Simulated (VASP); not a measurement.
# As (P6_3/mmc) in VASP: notebook

As is run at these levels: PBE; tasks: single point, relaxation of shape and atoms at fixed volume.

All numbers are computed with VASP 6.6.1; they aren't measurements. Logs are shortened: lines on timing, memory, paths and dates and some standing lists are left out, and cuts for length are marked.

### 1 The cell of the first run

It takes space group P6_3/mmc (No. 194, hexagonal). Conventional cell: a = 2.958 Å, b = 2.958 Å, c = 5.119 Å, α = 90.00°, β = 90.00°, γ = 120.00°. Within 3.9 Å of As (site symmetry -6m2) lie 12 As at 2.96 to 3.08 Å.

This isn't the form of As at room conditions, which is rhombohedral.

### 2 Single point, PBE

Input file INCAR:

```
PREC = Accurate ; ENCUT = 520
EDIFF = 1E-6 ; ISMEAR = -1
SIGMA = 0.1 ; LREAL = F
LASPH = T ; NELM = 100
ALGO = Normal ; ISIF = 2
LWAVE = F ; LCHARG = F
GGA = PE ; NBANDS = 12
```

Input file KPOINTS:

```
regular mesh
0
Gamma
  16 16 9
```

Input file POSCAR:

```
As
1.0
    2.9582581981      0.0000000000      0.0000000000
   -1.4791290991      2.5619267505      0.0000000000
    0.0000000000      0.0000000000      5.1188773796
As
2
Direct
    0.3333333333      0.6666666667      0.2500000000
    0.6666666667      0.3333333333      0.7500000000
```

Potentials or basis: VASP PAW PBE potentials, release 64 (As).

The run is started by

```sh
cat potpaw_PBE.64/As/POTCAR > POTCAR
mpirun -np 1 vasp_std > vasp.out
```

OUTCAR:

```text
PREC = Accurate
   ENCUT = 520
   EDIFF = 1E-6
   ISMEAR = -1
   LREAL = F
   LASPH = T
   NELM = 100
   ISIF = 2
   GGA = PE

 ion  position               nearest neighbor table
   1  0.333  0.667  0.250-
   2  0.667  0.333  0.750-

  LATTYP: Found a hexagonal cell.
 ALAT       =     2.9582581981
 C/A-ratio  =     1.7303686956

  Lattice vectors:

 A1 = (   2.9582581981,   0.0000000000,   0.0000000000)
 A2 = (  -1.4791290991,   2.5619267505,   0.0000000000)
 A3 = (   0.0000000000,   0.0000000000,   5.1188773796)

Analysis of symmetry for initial positions (statically):
=====================================================================
 Subroutine PRICEL returns:
 Original cell was already a primitive cell.

 Routine SETGRP: Setting up the symmetry group for a
 hexagonal supercell.

 Subroutine GETGRP returns: Found 24 space group operations
 (whereof 12 operations were pure point group operations)
 out of a pool of 24 trial point group operations.

The static configuration has the point symmetry D_3d.
 The point group associated with its full space group is D_6h.

Analysis of symmetry for dynamics (positions and initial velocities):
=====================================================================
 Subroutine PRICEL returns:
 Original cell was already a primitive cell.

 Routine SETGRP: Setting up the symmetry group for a
 hexagonal supercell.

 Subroutine GETGRP returns: Found 24 space group operations
 (whereof 12 operations were pure point group operations)
 out of a pool of 24 trial point group operations.

The dynamic configuration has the point symmetry D_3d.
 The point group associated with its full space group is D_6h.

 Subroutine INISYM returns: Found 24 space group operations
 (whereof 12 operations are pure point group operations),
 and found     1 'primitive' translations

----------------------------------------------------------------------------------------

                                     Primitive cell

  volume of cell :      38.7952

  direct lattice vectors                    reciprocal lattice vectors
     2.958258198  0.000000000  0.000000000     0.338036754  0.195165611  0.000000000
    -1.479129099  2.561926751  0.000000000     0.000000000  0.390331222  0.000000000
     0.000000000  0.000000000  5.118877380     0.000000000  0.000000000  0.195355334

  length of vectors
     2.958258198  2.958258198  5.118877380     0.390331222  0.390331222  0.195355334

  position of ions in fractional coordinates (direct lattice)
     0.333333333  0.666666667  0.250000000
     0.666666667  0.333333333  0.750000000

  ion indices of the primitive-cell ions
   primitive index   ion index
                 1           1
                 2           2

----------------------------------------------------------------------------------------

 KPOINTS: regular mesh

Automatic generation of k-mesh.
 Grid dimensions read from file:
 generate k-points for:   16   16    9

 Generating k-lattice:

  Cartesian coordinates                     Fractional coordinates (reciprocal lattice)
     0.021127297  0.012197851  0.000000000     0.062500000  0.000000000  0.000000000
     0.000000000  0.024395701  0.000000000     0.000000000  0.062500000  0.000000000
     0.000000000  0.000000000  0.021706148     0.000000000  0.000000000  0.111111111

  Length of vectors
     0.024395701  0.024395701  0.021706148

  Shift w.r.t. Gamma in fractional coordinates (k-lattice)
     0.000000000  0.000000000  0.000000000

 Subroutine IBZKPT returns following result:
 ===========================================

 Found    150 irreducible k-points:

 Following reciprocal coordinates:
            Coordinates               Weight
  0.000000  0.000000  0.000000      1.000000
  0.062500  0.000000  0.000000      6.000000
  0.125000  0.000000  0.000000      6.000000
  0.187500  0.000000  0.000000      6.000000
  0.250000  0.000000  0.000000      6.000000
  0.312500  0.000000  0.000000      6.000000
[... 16 lines left out ...]
  0.187500  0.187500  0.000000      6.000000
  0.250000  0.187500  0.000000     12.000000
 [... further k-points ...]
   k-points           NKPTS =    150   k-points in BZ     NKDIM =    150   number of bands    NBANDS=     12
   number of dos      NEDOS =    301   number of ions     NIONS =      2
   total plane-waves  NPLWV =  23040
   dimension x,y,z NGX =    24 NGY =   24 NGZ =   40
   dimension x,y,z NGXF=    48 NGYF=   48 NGZF=   80
   ions per type =               2
   NGX,Y,Z   is equivalent  to a cutoff of  13.49, 13.49, 12.99 a.u.
   NGXF,Y,Z  is equivalent  to a cutoff of  26.97, 26.97, 25.98 a.u.
 SYSTEM =  unknown system
   PREC   = accura    normal or accurate (medium, high low for compatibility)
   ISTART =      0    job   : 0-new  1-cont  2-samecut
   ICHARG =      2    charge: 1-file 2-atom 10-const
   ISPIN  =      1    spin polarized calculation?
   LNONCOLLINEAR =      F non collinear calculations
   LSORBIT =      F    spin-orbit coupling
   LASPH  =      T    aspherical Exc in radial PAW
   ENCUT  =  520.0 eV  38.22 Ry    6.18 a.u.   5.50  5.50  9.52*2*pi/ulx,y,z
   NELM   =    100;   NELMIN=  2; NELMDL= -5     # of ELM steps
   EDIFF  = 0.1E-05   stopping-criterion for ELM
   LREAL  =      F    real-space projection
   EDIFFG = 0.1E-04   stopping-criterion for IOM
   NSW    =      0    number of steps for IOM
   IBRION =     -1    ionic relax: 0-MD 1-quasi-New 2-CG
   NFREE  =      0    steps in history (QN), initial steepest desc. (CG)
   ISIF   =      2    stress and relaxation
   ISYM   =      2    0-nonsym 1-usesym 2-fastsym
   POTIM  = 0.5000    time-step for ionic-motion
   TEBEG  =    0.0;   TEEND  =   0.0 temperature during run
   PSTRESS=    0.0 pullay stress
   NELECT =      10.0000    total number of electrons
   NUPDOWN=      -1.0000    fix difference up-down
   EMIN   =  10.00;   EMAX   =-10.00  energy-range for DOS
   EFERMI =   0.00;   METHOD = LEGACY
   ISMEAR =    -1;   SIGMA  =   0.10  broadening in eV -4-tet -1-fermi 0-gaus
   EFERMI_NEDOS =   21; number of points for ismear=-14 and -15
   IALGO  =     38    algorithm
   IMIX   =      4    mixing-type and parameters
     AMIX     =   0.40;   BMIX     =  1.00
     AMIX_MAG =   1.60;   BMIX_MAG =  1.00
  volume/ion in A,a.u.               =      19.40       130.90
  Fermi-wavevector in a.u.,A,eV,Ry     =   1.041875  1.968858 14.769175  1.085504
  Thomas-Fermi vector in A             =   2.176515
   LORBIT       =      0    0 simple, 1 ext, 2 COOP (PROOUT), +10 PAW based schemes
   GGA     = PE    functional components
[... 5 lines left out ...]
 non-spin polarized calculation
  energy-cutoff  :      520.00
  volume of cell :       38.80
 maximum number of plane-waves:      1070
 NGX is ok and might be reduce to    24
   NGX = 11   NGY = 11   NGZ = 19

 number of electron      10.0000002 magnetization

 Free energy of the ion-electron system (eV)
  ---------------------------------------------------
  ext. energy  EPLUGINS =         0.00000000
  ---------------------------------------------------
  free energy    TOTEN  =        -8.36896054 eV

  energy without entropy =       -8.33714629  energy(sigma->0) =       -8.35305341

 E-fermi :   6.3432     XC(G=0): -10.6885

 val. band max:        6.3420711887   @ k =   0.2500   0.2500   0.1111
 cond. band min:       6.3827765392   @ k =   0.5000   0.0000   0.3333
 fundamental gap:      0.0407053505
 Fermi energy:         6.3432491766

 k-point     1 :       0.0000    0.0000    0.0000
  band No.  band energies     occupation
      1      -8.6562      2.00000
      2      -4.9481      2.00000
      3      -0.3814      2.00000
      4      10.9118      0.00000
      5      10.9118      0.00000
      6      11.1118      0.00000
      7      12.2829      0.00000
      8      12.2829      0.00000
      9      16.5355      0.00000
     10      17.1646      0.00000
     11      18.8432      0.00000
     12      18.8432      0.00000

 k-point     2 :       0.0625    0.0000    0.0000
  band No.  band energies     occupation
      1      -8.5722      2.00000
      2      -4.8714      2.00000
      3      -0.2956      2.00000
      4      10.0853      0.00000
      5      10.6143      0.00000
      6      11.0956      0.00000
      7      11.8252      0.00000
      8      12.2882      0.00000
      9      16.9045      0.00000
     10      17.2412      0.00000
     11      18.1863      0.00000
     12      19.0299      0.00000

 k-point     3 :       0.1250    0.0000    0.0000
  band No.  band energies     occupation
      1      -8.3206      2.00000
      2      -4.6436      2.00000
      3      -0.0390      2.00000
      4       8.3633      0.00000
      5       9.9775      0.00000
      6      10.6388      0.00000
      7      11.0129      0.00000
      8      12.1318      0.00000
      9      16.0431      0.00000
     10      17.6875      0.00000
     11      18.7373      0.00000
     12      18.8386      0.00000

 k-point     4 :       0.1875    0.0000    0.0000
  band No.  band energies     occupation
      1      -7.9039      2.00000
      2      -4.2731      2.00000
      3       0.3853      2.00000
      4       6.4375      0.56087
      5       9.1062      0.00000
      6       9.2768      0.00000
      7      10.7554      0.00000
      8      11.7671      0.00000
      9      14.8693      0.00000
     10      17.2241      0.00000
     11      18.1107      0.00000
     12      18.3788      0.00000

 k-point     5 :       0.2500    0.0000    0.0000
  band No.  band energies     occupation
      1      -7.3271      2.00000
      2      -3.7805      2.00000
      3       0.9711      2.00000
      4       4.5577      2.00000
      5       7.4582      0.00003
      6       8.6322      0.00000
      7      10.1669      0.00000
      8      11.3184      0.00000
      9      13.8892      0.00000
     10      16.0918      0.00000
     11      17.7076      0.00000
     12      18.6811      0.00000

 k-point     6 :       0.3125    0.0000    0.0000
  band No.  band energies     occupation
      1      -6.6010      2.00000
      2      -3.2194      2.00000
      3       1.7061      2.00000
      4       2.8623      2.00000
      5       5.8263      1.98869
      6       8.0981      0.00000
      7       9.1977      0.00000
      8      10.8948      0.00000
      9      13.1446      0.00000
     10      15.4898      0.00000
     11      17.1661      0.00000
     12      18.7279      0.00000

 k-point     7 :       0.3750    0.0000    0.0000
  band No.  band energies     occupation
      1      -5.7512      2.00000
      2      -2.7430      2.00000
      3       1.5415      2.00000
      4       2.5622      2.00000
      5       4.3076      2.00000
      6       7.7024      0.00000
      7       8.0082      0.00000
      8      10.5602      0.00000
      9      12.6259      0.00000
     10      15.2483      0.00000
     11      16.7735      0.00000
     12      18.3302      0.00000

 k-point     8 :       0.4375    0.0000    0.0000
  band No.  band energies     occupation
      1      -4.8572      2.00000
      2      -2.6946      2.00000
      3       0.9542      2.00000
      4       3.0249      2.00000
      5       3.4487      2.00000
      6       6.8581      0.01155
      7       7.4600      0.00003
      8      10.3485      0.00000
      9      12.3201      0.00000
     10      15.1702      0.00000
     11      16.5367      0.00000
     12      18.0907      0.00000
[... 166 lines left out ...]
 k-point    20 :       0.3125    0.1250    0.0000
  band No.  band energies     occupation
      1      -5.5185      2.00000
      2      -2.5926      2.00000
      3       1.7847      2.00000
      4       2.8029      2.00000
      5       4.1629      2.00000
      6       6.1239      1.79936
      7       8.0260      0.00000
      8       8.8179      0.00000
      9      13.9104      0.00000
     10      15.0822      0.00000
     11      18.0066      0.00000
     12      18.8339      0.00000

 k-point    21 :       0.3750    0.1250    0.0000
  band No.  band energies     occupation
      1      -4.6335      2.00000
      2      -2.5624      2.00000
      3       1.1966      2.00000
      4       3.1553      2.00000
      5       3.6897      2.00000
      6       5.6238      1.99850
      7       6.9278      0.00577
      8       8.5703      0.00000
      9      13.5479      0.00000
     10      14.8280      0.00000
     11      18.5011      0.00000
     12      18.7162      0.00000

 k-point    22 :       0.4375    0.1250    0.0000
  band No.  band energies     occupation
      1      -4.0939      2.00000
      2      -2.8256      2.00000
      3       1.2025      2.00000
      4       2.6256      2.00000
      5       4.2035      2.00000
      6       5.4734      1.99967
      7       6.3333      1.04993
      8       8.4872      0.00000
      9      13.4338      0.00000
     10      14.7429      0.00000
     11      18.6669      0.00000
     12      18.7646      0.00000

 k-point    23 :       0.1875    0.1875    0.0000
  band No.  band energies     occupation
      1      -6.4387      2.00000
      2      -3.0841      2.00000
      3       1.8730      2.00000
      4       3.6914      2.00000
      5       4.6809      2.00000
      6       7.4626      0.00003
      7       8.5181      0.00000
      8       9.3364      0.00000
      9      14.3741      0.00000
     10      17.2903      0.00000
     11      17.4446      0.00000
     12      18.1464      0.00000

 k-point    24 :       0.2500    0.1875    0.0000
  band No.  band energies     occupation
      1      -5.6613      2.00000
      2      -2.6069      2.00000
      3       2.5870      2.00000
      4       2.6624      2.00000
      5       3.8029      2.00000
      6       6.2374      1.48470
      7       7.7325      0.00000
      8       8.4552      0.00000
      9      13.3165      0.00000
     10      17.2374      0.00000
     11      17.8653      0.00000
     12      19.3709      0.00000

 [... further k-points ...]
[... 5 lines left out ...]
  --------------------------------------------------------------------------------------
  -------------------------------------------------------------------------------------
  Total        0.0107199      0.0107199      0.0131009     -0.0000000      0.0000000      0.0000000
  in kB        0.4427125      0.4427125      0.5410469     -0.0000000      0.0000000      0.0000000
  external PRESSURE =       0.4754906 kB  Pullay stress =       0.0000000 kB

 VOLUME and BASIS-vectors are now :
 -----------------------------------------------------------------------------
  energy-cutoff  :      520.00
  volume of cell :       38.80
      direct lattice vectors                 reciprocal lattice vectors
     2.958258198  0.000000000  0.000000000     0.338036754  0.195165611  0.000000000
    -1.479129099  2.561926751  0.000000000     0.000000000  0.390331222  0.000000000
     0.000000000  0.000000000  5.118877380     0.000000000  0.000000000  0.195355334

 POSITION                                       TOTAL-FORCE (eV/Angst)
 -----------------------------------------------------------------------------------
     -0.00000      1.70795      1.27972        -0.000000      0.000000      0.000000
      1.47913      0.85398      3.83916         0.000000     -0.000000      0.000000
 -----------------------------------------------------------------------------------
    total drift:                                0.000000     -0.000000      0.000000

  FREE ENERGIE OF THE ION-ELECTRON SYSTEM (eV)
  ---------------------------------------------------
  free  energy   TOTEN  =        -8.3689605374 eV

  energy  without entropy=       -8.3371462919  energy(sigma->0) =       -8.35305341
```

It took 33 s on 1 thread of Intel Xeon 8259CL, shared host; peak memory 0.2 GiB.

What came out:

```yaml
Free_energy: -8.3690 eV
Pressure: 0.0 GPa
Band_gap_on_the_k_mesh: zero (bands 5 and 6 overlap by 8.38 eV)
```

### 3 Relaxation of shape and atoms at fixed volume, PBE

This run uses another cell than the first one, of 8.34 Å³/atom.

Input file INCAR:

```
PREC = Accurate
ENCUT = 600
EDIFF = 1E-6
ISMEAR = -1
SIGMA = 0.1
LREAL = False
LASPH = True
NELM = 80
ALGO = Normal
ISIF = 4
LWAVE = False
LCHARG = False
GGA = PE
IBRION = 2
NSW = 50
EDIFFG = -0.005
```

KPOINTS is that of step 2.

Input file POSCAR:

```
As
1.0
    2.2328466404      0.0000000000      0.0000000000
   -1.1164233202      1.9337019134      0.0000000000
    0.0000000000      0.0000000000      3.8636479287
As
2
Direct
    0.3333333333      0.6666666667      0.2500000000
    0.6666666667      0.3333333333      0.7500000000
```

Potentials or basis: VASP PAW PBE potentials, release 64 (As).

The run is started by

```sh
cat potpaw_PBE.64/As/POTCAR > POTCAR
mpirun -np 1 vasp_std > vasp.out
```

Wall time 1.9 min (1 thread of Intel Xeon 8259CL, shared host); peak memory 0.15 GiB.

It converged, with:

```
Free energy               : 5.0924 eV
Energy gained by relaxing : 103.9 meV/atom
Ionic steps               : 16
Pressure after relaxing   : 423.9 GPa
Band gap on the k mesh    : zero (bands 5 and 6 overlap by 19.70 eV)
```

The path:
```csv
step,energy change (eV),largest force (eV/Å),pressure (GPa),volume (Å³)
1,0.0000,0.0000,427.05,16.68
2,-0.1306,0.0000,424.88,16.68
3,-0.2044,0.0000,423.87,16.68
4,-0.2050,0.0000,423.84,16.68
5,-0.2078,0.0000,423.85,16.68
6,-0.2078,0.0000,423.85,16.68
7,-0.2078,0.0000,423.85,16.68
8,-0.2078,0.0000,423.85,16.68
9,-0.2078,0.0000,423.85,16.68
10,-0.2078,0.0000,423.85,16.68
11,-0.2078,0.0000,423.85,16.68
12,-0.2078,0.0000,423.85,16.68
13,-0.2078,0.0000,423.85,16.68
14,-0.2078,0.0000,423.85,16.68
15,-0.2078,0.0000,423.86,16.68
16,-0.2078,0.0000,423.85,16.68
```

Final structure:
```xyz
2
Lattice="2.2966 0.0000 0.0000 -1.1483 1.9889 0.0000 0.0000 0.0000 3.6522" Properties=species:S:1:pos:R:3 pbc="T T T"
As    0.0000    1.3259    0.9130
As    1.1483    0.6630    2.7391
```

Levels at points of the mesh, in eV from the Fermi level:
| k point | band 1 | band 2 | band 3 | band 4 | band 5 | band 6 | band 7 | band 8 | band 9 |
| --- | --- | --- | --- | --- | --- | --- | --- | --- | --- |
| (0.00, 0.00, 0.00) | -26.61 | -15.37 | -14.24 | 9.16 | 9.16 | 11.80 | 11.80 | 13.60 | 15.04 |
| (0.50, 0.00, 0.00) | -16.91 | -16.52 | -6.60 | -5.80 | -4.10 | -3.34 | 0.22 | 5.74 | 10.58 |

(Part 1 of 2 ends here.)

The gap in the log of VASP goes by the Fermi energy; the results here count the filled bands.